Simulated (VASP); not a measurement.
# ZrFeS3 (Pm-3m) in VASP: single point with PBE

Aim: the single point of ZrFeS3 with PBE.

Everything below comes from runs of VASP 6.6.1. Logs are shortened: lines on timing, memory, paths and dates and some standing lists are left out, and cuts for length are marked.

### 1 The cell of the first run

It takes space group Pm-3m (No. 221, cubic). The conventional cell has a = 4.634 Å, b = 4.634 Å, c = 4.634 Å, α = 90.00°, β = 90.00°, γ = 90.00°. Zr (site symmetry m-3m) has 12 S at 3.28 Å and 8 Fe at 4.01 Å within 4.3 Å. Within 3.1 Å of Fe (site symmetry m-3m) lie 6 S at 2.32 Å. S (site symmetry 4/mmm) has 2 Fe at 2.32 Å within 3.1 Å.

### 2 Single point, PBE, collinear spin, ferromagnetic start

File INCAR:

```
SYSTEM = ZrFeS3
PREC = Accurate
ENCUT = 520
EDIFF = 1E-7
ISMEAR = 0
SIGMA = 0.1
LREAL = .FALSE.
LASPH = .TRUE.
NELM = 150
ALGO = Normal
ISIF = 2
LWAVE = .FALSE.
LCHARG = .FALSE.
ISPIN = 2
MAGMOM = 0 4 0 0 0
LORBIT = 11
LMAXMIX = 4
GGA = PE
NBANDS = 31
```

File KPOINTS:

```
Automatic mesh
0
G
  4 4 4
  0 0 0
```

File POSCAR:

```
ZrFeS3
1.0
    4.6336770400      0.0000000000      0.0000000000
    0.0000000000      4.6336770400      0.0000000000
    0.0000000000      0.0000000000      4.6336770400
Zr Fe S
1 1 3
Direct
    0.0000000000      0.0000000000      0.0000000000
    0.5000000000      0.5000000000      0.5000000000
    0.0000000000      0.5000000000      0.5000000000
    0.5000000000      0.0000000000      0.5000000000
    0.5000000000      0.5000000000      0.0000000000
```

Potentials or basis: VASP PAW PBE potentials, release 64 (Zr_sv, Fe, S).

On the command line:

```
$ cat potpaw_PBE.64/Zr_sv/POTCAR potpaw_PBE.64/Fe/POTCAR potpaw_PBE.64/S/POTCAR > POTCAR
$ mpirun -np 1 vasp_std > vasp.out
```

OUTCAR:

```text
SYSTEM = ZrFeS3
   PREC = Accurate
   ENCUT = 520
   EDIFF = 1E-7
   ISMEAR = 0
   LREAL = .FALSE.
   LASPH = .TRUE.
   NELM = 150
   ISIF = 2
   ISPIN = 2
   LORBIT = 11
   GGA = PE

 ion  position               nearest neighbor table
   1  0.000  0.000  0.000-   3 3.28   4 3.28   5 3.28   3 3.28   4 3.28   3 3.28   5 3.28   3 3.28
                             4 3.28   5 3.28   4 3.28   5 3.28
   2  0.500  0.500  0.500-   3 2.32   4 2.32   5 2.32   5 2.32   4 2.32   3 2.32
   3  0.000  0.500  0.500-   2 2.32   2 2.32   1 3.28   1 3.28   1 3.28   1 3.28
   4  0.500  0.000  0.500-   2 2.32   2 2.32   1 3.28   1 3.28   1 3.28   1 3.28
   5  0.500  0.500  0.000-   2 2.32   2 2.32   1 3.28   1 3.28   1 3.28   1 3.28

  LATTYP: Found a simple cubic cell.
 ALAT       =     4.6336770400

  Lattice vectors:

 A1 = (   4.6336770400,   0.0000000000,   0.0000000000)
 A2 = (   0.0000000000,   4.6336770400,   0.0000000000)
 A3 = (   0.0000000000,   0.0000000000,   4.6336770400)

Analysis of symmetry for initial positions (statically):
=====================================================================
 Subroutine PRICEL returns:
 Original cell was already a primitive cell.

 Routine SETGRP: Setting up the symmetry group for a
 simple cubic supercell.

 Subroutine GETGRP returns: Found 48 space group operations
 (whereof 48 operations were pure point group operations)
 out of a pool of 48 trial point group operations.

The static configuration has the point symmetry O_h .

Analysis of symmetry for dynamics (positions and initial velocities):
=====================================================================
 Subroutine PRICEL returns:
 Original cell was already a primitive cell.

 Routine SETGRP: Setting up the symmetry group for a
 simple cubic supercell.

 Subroutine GETGRP returns: Found 48 space group operations
 (whereof 48 operations were pure point group operations)
 out of a pool of 48 trial point group operations.

The dynamic configuration has the point symmetry O_h .

Analysis of structural, dynamic, and magnetic symmetry:
=====================================================================
 Subroutine PRICEL returns:
 Original cell was already a primitive cell.

 Routine SETGRP: Setting up the symmetry group for a
 simple cubic supercell.

 Subroutine GETGRP returns: Found 48 space group operations
 (whereof 48 operations were pure point group operations)
 out of a pool of 48 trial point group operations.

The overall configuration has the point symmetry O_h .

 Subroutine INISYM returns: Found 48 space group operations
 (whereof 48 operations are pure point group operations),
 and found     1 'primitive' translations

----------------------------------------------------------------------------------------

                                     Primitive cell

  volume of cell :      99.4895

  direct lattice vectors                    reciprocal lattice vectors
     4.633677040  0.000000000  0.000000000     0.215811329  0.000000000  0.000000000
     0.000000000  4.633677040  0.000000000     0.000000000  0.215811329  0.000000000
     0.000000000  0.000000000  4.633677040     0.000000000  0.000000000  0.215811329

  length of vectors
     4.633677040  4.633677040  4.633677040     0.215811329  0.215811329  0.215811329

  position of ions in fractional coordinates (direct lattice)
     0.000000000  0.000000000  0.000000000
     0.500000000  0.500000000  0.500000000
     0.000000000  0.500000000  0.500000000
     0.500000000  0.000000000  0.500000000
     0.500000000  0.500000000  0.000000000

  ion indices of the primitive-cell ions
   primitive index   ion index
                 1           1
                 2           2
                 3           3
                 4           4
                 5           5

[... 23 lines left out ...]

 Found     10 irreducible k-points:

 Following reciprocal coordinates:
            Coordinates               Weight
  0.000000  0.000000  0.000000      1.000000
  0.250000  0.000000  0.000000      6.000000
  0.500000  0.000000  0.000000      3.000000
  0.250000  0.250000  0.000000     12.000000
  0.500000  0.250000  0.000000     12.000000
  0.500000  0.500000  0.000000      3.000000
  0.250000  0.250000  0.250000      8.000000
  0.500000  0.250000  0.250000     12.000000
  0.500000  0.500000  0.250000      6.000000
  0.500000  0.500000  0.500000      1.000000
   k-points           NKPTS =     10   k-points in BZ     NKDIM =     10   number of bands    NBANDS=     31
   number of dos      NEDOS =    301   number of ions     NIONS =      5
   total plane-waves  NPLWV =  46656
   dimension x,y,z NGX =    36 NGY =   36 NGZ =   36
   dimension x,y,z NGXF=    72 NGYF=   72 NGZF=   72
   ions per type =               1   1   3
   NGX,Y,Z   is equivalent  to a cutoff of  12.92, 12.92, 12.92 a.u.
   NGXF,Y,Z  is equivalent  to a cutoff of  25.83, 25.83, 25.83 a.u.
 SYSTEM =  ZrFeS3
   PREC   = accura    normal or accurate (medium, high low for compatibility)
   ISTART =      0    job   : 0-new  1-cont  2-samecut
   ICHARG =      2    charge: 1-file 2-atom 10-const
   ISPIN  =      2    spin polarized calculation?
   LNONCOLLINEAR =      F non collinear calculations
   LSORBIT =      F    spin-orbit coupling
   LASPH  =      T    aspherical Exc in radial PAW
   ENCUT  =  520.0 eV  38.22 Ry    6.18 a.u.   8.62  8.62  8.62*2*pi/ulx,y,z
   NELM   =    150;   NELMIN=  2; NELMDL= -5     # of ELM steps
   EDIFF  = 0.1E-06   stopping-criterion for ELM
   LREAL  =      F    real-space projection
   EDIFFG = 0.1E-05   stopping-criterion for IOM
   NSW    =      0    number of steps for IOM
   IBRION =     -1    ionic relax: 0-MD 1-quasi-New 2-CG
   NFREE  =      0    steps in history (QN), initial steepest desc. (CG)
   ISIF   =      2    stress and relaxation
   ISYM   =      2    0-nonsym 1-usesym 2-fastsym
   POTIM  = 0.5000    time-step for ionic-motion
   TEBEG  =    0.0;   TEEND  =   0.0 temperature during run
   PSTRESS=    0.0 pullay stress
   NELECT =      38.0000    total number of electrons
   NUPDOWN=      -1.0000    fix difference up-down
   EMIN   =  10.00;   EMAX   =-10.00  energy-range for DOS
   EFERMI =   0.00;   METHOD = LEGACY
   ISMEAR =     0;   SIGMA  =   0.10  broadening in eV -4-tet -1-fermi 0-gaus
   EFERMI_NEDOS =   21; number of points for ismear=-14 and -15
   IALGO  =     38    algorithm
   IMIX   =      4    mixing-type and parameters
     AMIX     =   0.40;   BMIX     =  1.00
     AMIX_MAG =   1.60;   BMIX_MAG =  1.00
  volume/ion in A,a.u.               =      19.90       134.28
  Fermi-wavevector in a.u.,A,eV,Ry     =   1.187801  2.244618 19.196061  1.410871
  Thomas-Fermi vector in A             =   2.323944
   LORBIT       =     11    0 simple, 1 ext, 2 COOP (PROOUT), +10 PAW based schemes
   GGA     = PE    functional components
   LHFCALC =     F    Hartree Fock is set to
   AEXX    =    0.0000 exact exchange contribution
   IVDW    =     0    specifies the selected vdW correction
   LEPSILON=     F    determine dielectric tensor
   LRPA    =     F    only Hartree local field effects (RPA)
 spin polarized calculation
 Gauss-broadening in eV      SIGMA  =   0.10
  energy-cutoff  :      520.00
  volume of cell :       99.49
 maximum number of plane-waves:      2721
 NGX is ok and might be reduce to    36
   NGX = 17   NGY = 17   NGZ = 17

 number of electron      37.9999993 magnetization       1.4718756

 Free energy of the ion-electron system (eV)
  ---------------------------------------------------
  ext. energy  EPLUGINS =         0.00000000
  ---------------------------------------------------
  free energy    TOTEN  =       -29.84036540 eV

  energy without entropy =      -29.80782880  energy(sigma->0) =      -29.82409710

 E-fermi :   6.1861     XC(G=0): -10.2897

 val. band max:        6.1623568784   @ k =   0.5000   0.0000   0.0000
 cond. band min:       6.2187667267   @ k =   0.2500   0.0000   0.0000
 fundamental gap:      0.0564098483
 Fermi energy:         6.1861309498

 spin component 1

 k-point     1 :       0.0000    0.0000    0.0000
  band No.  band energies     occupation
      1     -44.6477      1.00000
      2     -22.4995      1.00000
      3     -22.4995      1.00000
      4     -22.4995      1.00000
      5      -8.2646      1.00000
      6      -6.0780      1.00000
[... 329 lines left out ...]
     30      12.5820      0.00000
     31      15.2541      0.00000
 Fermi energy:         6.1861309498

 spin component 2

 k-point     1 :       0.0000    0.0000    0.0000
  band No.  band energies     occupation
      1     -45.0565      1.00000
      2     -22.9826      1.00000
      3     -22.9826      1.00000
      4     -22.9826      1.00000
      5      -8.1902      1.00000
      6      -5.9650      1.00000
[... 329 lines left out ...]
     30      12.7629      0.00000
     31      15.1868      0.00000

------------------------ aborting loop because EDIFF is reached ----------------------------------------

  FORCE on cell =-STRESS in cart. coord.  units (eV):
  Direction    XX          YY          ZZ          XY          YZ          ZX
  --------------------------------------------------------------------------------------
  -------------------------------------------------------------------------------------
  Total       -6.8063175     -6.8063175     -6.8063175     -0.0000000     -0.0000000      0.0000000
  in kB     -109.6088201   -109.6088201   -109.6088201     -0.0000000     -0.0000000      0.0000000
  external PRESSURE =    -109.6088201 kB  Pullay stress =       0.0000000 kB

 VOLUME and BASIS-vectors are now :
 -----------------------------------------------------------------------------
  energy-cutoff  :      520.00
  volume of cell :       99.49
      direct lattice vectors                 reciprocal lattice vectors
     4.633677040  0.000000000  0.000000000     0.215811329  0.000000000  0.000000000
     0.000000000  4.633677040  0.000000000     0.000000000  0.215811329  0.000000000
     0.000000000  0.000000000  4.633677040     0.000000000  0.000000000  0.215811329

 POSITION                                       TOTAL-FORCE (eV/Angst)
 -----------------------------------------------------------------------------------
      0.00000      0.00000      0.00000         0.000000      0.000000      0.000000
      2.31684      2.31684      2.31684         0.000000      0.000000      0.000000
      0.00000      2.31684      2.31684         0.000000      0.000000      0.000000
      2.31684      0.00000      2.31684         0.000000      0.000000      0.000000
      2.31684      2.31684      0.00000         0.000000      0.000000      0.000000
 -----------------------------------------------------------------------------------
    total drift:                                0.000000      0.000000      0.000000

  FREE ENERGIE OF THE ION-ELECTRON SYSTEM (eV)
  ---------------------------------------------------
  free  energy   TOTEN  =       -29.8403653998 eV

  energy  without entropy=      -29.8078288044  energy(sigma->0) =      -29.82409710

 total charge

# of ion       s       p       d       tot
------------------------------------------
    1        2.075   5.912   1.385   9.372
    2        0.376   0.478   6.307   7.162
    3        1.355   2.310   0.000   3.665
    4        1.355   2.310   0.000   3.665
    5        1.355   2.310   0.000   3.665
--------------------------------------------------
tot          6.516  13.320   7.692  27.528

 magnetization (x)

# of ion       s       p       d       tot
------------------------------------------
    1       -0.004  -0.002  -0.599  -0.606
    2        0.031   0.003   1.986   2.021
    3        0.007   0.047   0.000   0.054
    4        0.007   0.047   0.000   0.054
    5        0.007   0.047   0.000   0.054
--------------------------------------------------
tot          0.047   0.143   1.387   1.577
```

It took 58 s on 1 thread of Intel Xeon Platinum 8488C (Sapphire Rapids), shared host; peak memory 0.26 GiB.

Results:

```yaml
Free_energy: -29.8404 eV
Pressure: -11.0 GPa
Net_moment: 1.47 μB per cell
Site_moments: Zr -0.61; Fe +2.02; S +0.05 μB
Valence_electrons_inside_the_program's_atomic_spheres: Zr 9.37; Fe 7.16; S 3.67
```

Levels at points of the mesh, in eV from the Fermi level:
Spin up:
| k point | band 16 | band 17 | band 18 | band 19 | band 20 | band 21 | band 22 | band 23 | band 24 | band 25 |
| --- | --- | --- | --- | --- | --- | --- | --- | --- | --- | --- |
| (0.00, 0.00, 0.00) | -1.93 | -1.90 | -1.90 | -0.95 | -0.95 | -0.95 | 0.12 | 0.12 | 0.38 | 0.38 |
| (0.50, 0.00, 0.00) | -1.82 | -1.60 | -1.60 | -1.03 | -1.03 | -0.29 | 0.36 | 0.84 | 1.90 | 2.03 |
| (0.50, 0.50, 0.00) | -1.64 | -1.36 | -1.36 | -1.25 | -0.81 | 0.86 | 0.89 | 1.84 | 2.12 | 2.12 |
| (0.50, 0.50, 0.50) | -1.40 | -0.37 | -0.37 | -0.37 | 0.69 | 0.69 | 0.69 | 0.71 | 1.07 | 1.07 |
Spin down:
```tsv
k point	band 14	band 15	band 16	band 17	band 18	band 19	band 20	band 21	band 22	band 23
(0.00, 0.00, 0.00)	-1.14	-1.14	-1.14	-0.91	-0.91	-0.91	-0.87	-0.87	0.21	0.21
(0.50, 0.00, 0.00)	-3.37	-1.62	-1.62	-0.87	-0.05	-0.02	0.09	0.49	0.49	0.99
(0.50, 0.50, 0.00)	-2.91	-2.91	-0.91	-0.23	0.09	0.09	0.10	0.57	0.72	1.30
(0.50, 0.50, 0.50)	-0.19	-0.19	-0.19	0.26	0.26	0.26	0.28	0.28	0.36	0.40
```

Caveat: a cell with one magnetic atom can't hold antiferromagnetic order, which such compounds often take.
